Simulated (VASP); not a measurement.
# ZnCd3Te4: single point with PBE

Crystal: ZnCd3Te4.

```
CELL_PARAMETERS angstrom
4.59589 0.00000 0.00000
0.00000 4.59589 0.00000
0.00000 0.00000 13.06046
ATOMIC_POSITIONS crystal
Zn 0.00000 0.00000 0.00000
Cd 0.50000 0.50000 0.75896
Cd 0.00000 0.00000 0.50000
Cd 0.50000 0.50000 0.24105
Te 0.50000 0.00000 0.62949
Te 0.00000 0.50000 0.37051
Te 0.50000 0.00000 0.11099
Te 0.00000 0.50000 0.88901
```

| Item | Value |
| --- | --- |
| Program | VASP 6.6.1 |
| Task | single point |
| Functional | PBE |
| Potentials or basis | VASP PAW PBE potentials, release 64 (Zn, Cd, Te) |
| Cutoff | 520 eV |
| k mesh | 6 × 6 × 2 |
| Occupations | gaussian, width 0.02 eV |
| Spin | no spin polarisation |

```yaml
Pressure: 0.1 GPa
Largest_force: 0.013 eV/Å
Band_gap_on_the_k_mesh: 0.64 eV
```

Forces in eV/Å, atoms in the order of the input:
```
Zn   0.000  0.000  0.000
Cd   0.000  0.000 -0.001
Cd   0.000  0.000  0.000
Cd   0.000  0.000  0.001
Te   0.000  0.000  0.000
Te   0.000  0.000  0.000
Te   0.000  0.000 -0.013
Te   0.000  0.000  0.013
```

Levels at points of the mesh, in eV from the valence-band top:
```tsv
k point	band 34	band 35	band 36	band 37	band 38	band 39
(0.00, 0.00, 0.00)	-0.06	0.00	0.00	0.64	2.28	2.61
(0.50, 0.00, 0.00)	-0.69	-0.64	-0.63	1.63	1.76	2.86
(0.50, 0.50, 0.00)	-1.75	-1.75	-1.72	2.46	2.66	2.67
(0.00, 0.00, 0.50)	-0.40	-0.29	-0.29	1.80	1.91	2.44
(0.50, 0.00, 0.50)	-0.69	-0.64	-0.64	2.13	2.44	2.46
(0.50, 0.50, 0.50)	-1.91	-1.88	-1.88	3.02	3.12	3.23
```

Run time: 5.3 min on 1 thread of Intel Xeon 8259CL, on a shared host, peak memory 0.49 GiB.

Caveat: semilocal functionals underestimate gaps, and a narrow one can read as zero; spin-orbit coupling is left out, which moves the levels of the heavy elements.
